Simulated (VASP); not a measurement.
# Si4Mo2C in VASP: further runs, part 2 of 2

VASP 6.6.1.

## Step 3: Single point, PBE

Input file INCAR:

```
PREC = Accurate
ENCUT = 520
EDIFF = 1E-6
ISMEAR = 0
SIGMA = 0.1
LREAL = F
LASPH = T
NELM = 100
ALGO = Normal
ISIF = 2
LWAVE = F
LCHARG = F
LDIPOL = T
IDIPOL = 3
DIPOL = 0.5 0.5 0.354
GGA = PE
NBANDS = 33
```

Input file KPOINTS:

```
Automatic mesh
0
Gamma
  8 8 1
```

Input file POSCAR:

```
Si4Mo2C
1.0
    3.2169717285      0.0000000000      0.0000000000
    0.0000000000      3.2169717285      0.0000000000
    0.0000000000      0.0000000000     21.8787970046
Si Mo C
4 2 1
Direct
    0.0000000000      0.0000000000      0.1828254085
    0.0000000000      0.0000000000      0.3015081460
    0.5000000000      0.5000000000      0.3593659936
    0.5000000000      0.5000000000      0.4743769505
    0.5000000000      0.5000000000      0.2421667772
    0.0000000000      0.0000000000      0.4192862006
    0.5000000000      1.0000000000      0.5018198286
```

Potentials or basis: VASP PAW PBE potentials, release 64 (Si, Mo_sv, C).

Launch:

```sh
cat potpaw_PBE.64/Si/POTCAR potpaw_PBE.64/Mo_sv/POTCAR potpaw_PBE.64/C/POTCAR > POTCAR
mpirun -np 1 vasp_std > vasp.out
```

OUTCAR:

```text
PREC = Accurate
   ENCUT = 520
   EDIFF = 1E-6
   ISMEAR = 0
   LREAL = F
   LASPH = T
   NELM = 100
   ISIF = 2
   GGA = PE

 ion  position               nearest neighbor table
   1  0.000  0.000  0.183-   2 2.60   5 2.62   5 2.62   5 2.62   5 2.62
   2  0.000  0.000  0.302-   6 2.58   1 2.60   3 2.60   3 2.60   3 2.60   3 2.60   5 2.62   5 2.62
                             5 2.62   5 2.62
   3  0.500  0.500  0.359-   4 2.52   5 2.56   2 2.60   2 2.60   2 2.60   2 2.60   6 2.63   6 2.63
                             6 2.63   6 2.63
   4  0.500  0.500  0.474-   7 1.72   7 1.72   3 2.52   6 2.57   6 2.57   6 2.57   6 2.57
   5  0.500  0.500  0.242-   3 2.56   1 2.62   1 2.62   1 2.62   1 2.62   2 2.62   2 2.62   2 2.62
                             2 2.62
   6  0.000  0.000  0.419-   7 2.42   7 2.42   4 2.57   4 2.57   4 2.57   4 2.57   2 2.58   3 2.63
                             3 2.63   3 2.63   3 2.63
   7  0.500  0.000  0.502-   4 1.72   4 1.72   6 2.42   6 2.42

  LATTYP: Found a simple tetragonal cell.
 ALAT       =     3.2169717285
 C/A-ratio  =     6.8010535532

  Lattice vectors:

 A1 = (   3.2169717285,   0.0000000000,   0.0000000000)
 A2 = (   0.0000000000,   3.2169717285,   0.0000000000)
[... 203 lines left out ...]
      6     -33.3517      2.00000
[... 853 lines left out ...]
     32       5.4805      0.00000
     33       5.9814      0.00000

 [... further k-points ...]

------------------------ aborting loop because EDIFF is reached ----------------------------------------

 vacuum level on the upper side and lower side of the slab       (xc-potential included)         0.505        -0.686

  FORCE on cell =-STRESS in cart. coord.  units (eV):
  Direction    XX          YY          ZZ          XY          YZ          ZX
  --------------------------------------------------------------------------------------
  -------------------------------------------------------------------------------------
  Total       -0.3342743      6.4201428      1.0261004      0.0000000      0.0000000      0.0000000
  in kB       -2.3653510     45.4294356      7.2607675      0.0000000      0.0000000      0.0000000
  external PRESSURE =      16.7749507 kB  Pullay stress =       0.0000000 kB

 VOLUME and BASIS-vectors are now :
 -----------------------------------------------------------------------------
  energy-cutoff  :      520.00
  volume of cell :      226.42
      direct lattice vectors                 reciprocal lattice vectors
     3.216971728  0.000000000  0.000000000     0.310851349  0.000000000  0.000000000
     0.000000000  3.216971728  0.000000000     0.000000000  0.310851349  0.000000000
     0.000000000  0.000000000 21.878797005     0.000000000  0.000000000  0.045706352

 POSITION                                       TOTAL-FORCE (eV/Angst)
 -----------------------------------------------------------------------------------
      0.00000      0.00000      4.00000         0.000000      0.000000      0.562974
      0.00000      0.00000      6.59664         0.000000      0.000000     -0.709609
      1.60849      1.60849      7.86250         0.000000      0.000000     -0.417063
      1.60849      1.60849     10.37880         0.000000      0.000000      1.008162
      1.60849      1.60849      5.29832         0.000000      0.000000     -0.094031
      0.00000      0.00000      9.17348         0.000000      0.000000     -0.354465
      1.60849      0.00000     10.97921         0.000000      0.000000      0.004032
 -----------------------------------------------------------------------------------
    total drift:                                0.000000      0.000000      0.000274

  FREE ENERGIE OF THE ION-ELECTRON SYSTEM (eV)
  ---------------------------------------------------
  free  energy   TOTEN  =       -51.7152924497 eV

  energy  without entropy=      -51.7117848947  energy(sigma->0) =      -51.71353867

 vacuum level on the upper side and lower side of the slab         7.092         5.864
```

OSZICAR:

```text
N       E                     dE             d eps       ncg     rms          rms(c)
DAV:   1     0.344319375715E+03    0.34432E+03   -0.25352E+04  2010   0.123E+03
DAV:   2    -0.382802324957E+02   -0.38260E+03   -0.37037E+03  2092   0.310E+02
DAV:   3    -0.558316510552E+02   -0.17551E+02   -0.16857E+02  2090   0.603E+01
[... 22 lines left out ...]
DAV:  26    -0.517152800664E+02   -0.14154E-04   -0.77746E-07  1502   0.235E-03    0.188E-03
DAV:  27    -0.517152900961E+02   -0.10030E-04   -0.66732E-07  1444   0.215E-03    0.148E-03
DAV:  28    -0.517152911603E+02   -0.10642E-05   -0.44825E-08  1203   0.950E-04    0.904E-04
DAV:  29    -0.517152923240E+02   -0.11637E-05   -0.11127E-07  1263   0.167E-03    0.327E-04
DAV:  30    -0.517152924497E+02   -0.12579E-06   -0.31754E-08  1152   0.649E-04
   1 F= -.51715292E+02 E0= -.51713539E+02  d E =-.350756E-02
```

stdout:

```text
POSCAR found type information on POSCAR SiMoC
 POSCAR found :  3 types and       7 ions
 scaLAPACK will be used
 LDA part: xc-table for (Slater+PW92), standard interpolation
 POSCAR, INCAR and KPOINTS ok, starting setup
 FFT: planning ... GRIDC
 FFT: planning ... GRID_SOFT
 FFT: planning ... GRID
 WAVECAR not read
 entering main loop
```

It took 8 min on 1 thread of AMD EPYC 7R43 (Zen 3), shared host; peak memory 0.35 GiB.

Results:

| Property | Result |
| --- | --- |
| Free energy | -51.7153 eV |
| Largest force | 1.008 eV/Å |
| Band gap on the k mesh | zero (bands 24 and 25 overlap by 0.43 eV) |

Forces in eV/Å, atoms in the order of the input:
```
Si   0.000  0.000  0.563
Si   0.000  0.000 -0.710
Si   0.000  0.000 -0.417
Si   0.000  0.000  1.008
Mo   0.000  0.000 -0.094
Mo   0.000  0.000 -0.354
C    0.000  0.000  0.004
```

Levels at points of the mesh, in eV from the Fermi level:
| k point | band 21 | band 22 | band 23 | band 24 | band 25 | band 26 | band 27 | band 28 |
| --- | --- | --- | --- | --- | --- | --- | --- | --- |
| (0.00, 0.00, 0.00) | -1.53 | -0.36 | 0.08 | 0.14 | 0.63 | 0.93 | 1.56 | 1.83 |
| (0.50, 0.00, 0.00) | -1.80 | -1.57 | -0.57 | -0.26 | -0.19 | 1.17 | 1.71 | 2.44 |
| (0.00, 0.50, 0.00) | -1.94 | -1.81 | -0.40 | -0.27 | -0.22 | 1.84 | 2.03 | 2.35 |
| (0.50, 0.50, 0.00) | -2.20 | -1.69 | -1.64 | -1.56 | 0.75 | 1.85 | 2.25 | 2.44 |
